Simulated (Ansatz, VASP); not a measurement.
## Fe in VASP and in Ansatz

Contents of INCAR:

```
SYSTEM = Fe
  AGGAC = 1.0
  AGGAX = 1.0
  ALDAC = 0.0
  ALDAX = 1.0
  ALGO = Normal
  EDIFF = 1E-7
  ENCUT = 520
  GGA = B5
  ISIF = 2
  ISMEAR = -1
  LASPH = .TRUE.
  LCHARG = .FALSE.
  LREAL = .FALSE.
  LWAVE = .FALSE.
  NBANDS = 15
  NELM = 80
  PREC = Accurate
  SIGMA = 0.1
```

File KPOINTS:

```
k-points
0
G
  16 16 9
  0 0 0
```

Contents of POSCAR:

```
Fe
1.0
    2.5293655940      0.0000000000      0.0000000000
   -1.2646827970      2.1904948598      0.0000000000
    0.0000000000      0.0000000000      3.9888660711
Fe
2
Direct
    0.3333333333      0.6666666667      0.2500000000
    0.6666666667      0.3333333333      0.7500000000
```

Input for Ansatz:

```yaml
crystal:
  lattice:
    - [2.529365594, 0.0, 0.0]
    - [-1.264682797, 2.1904948598, 0.0]
    - [0.0, 0.0, 3.9888660711]
  atoms:
    - { symbol: Fe, position: [0.3333333333, 0.6666666667, 0.25] }
    - { symbol: Fe, position: [0.6666666667, 0.3333333333, 0.75] }
hamiltonian:
  xc: blyp
  pseudopotentials:
    kind: paw
    azcp:
      Fe: "pseudopotentials/Fe.paw.azcp"
basis:
  ecutwfc: 420
  fft_grid_basis: typed
kpoints:
  mp_grid: { grid: [16, 16, 9], shift: [0, 0, 0] }
magnetization:
  spin_polarized: false
scf:
  occupations: { method: fermi_dirac, width: 0.1 }
  lower_state_search: "off"
output:
  stress: true
```

Alike in both runs: task single point; functional BLYP; k mesh 16 × 16 × 9; occupations fermi-dirac, width 0.1 eV; no spin polarisation.

|  | VASP | Ansatz |
| --- | --- | --- |
| version | VASP 6.6.1 | Ansatz 0.2.0 |
| potentials or method | VASP PAW PBE potentials, release 64 (Fe), cutoff 520 eV | plane waves (420 eV) with PAW, scalar-relativistic |
| valence electrons in the cell | 16 | 32 |

Ansatz gave:

```
pressure (GPa)                                                : -9.2
traceless stress, the component that is largest in VASP (GPa) : -0.22
```

Question: Estimate VASP's values.

Answer: Pressure (GPa): -9.0; traceless stress, the component that is largest in VASP (GPa): -0.29.

VASP's potentials were made for PBE, not for BLYP. VASP's potentials hold 16 valence electrons a cell and Ansatz's 32, so a difference there can come from the potentials and not from the codes.
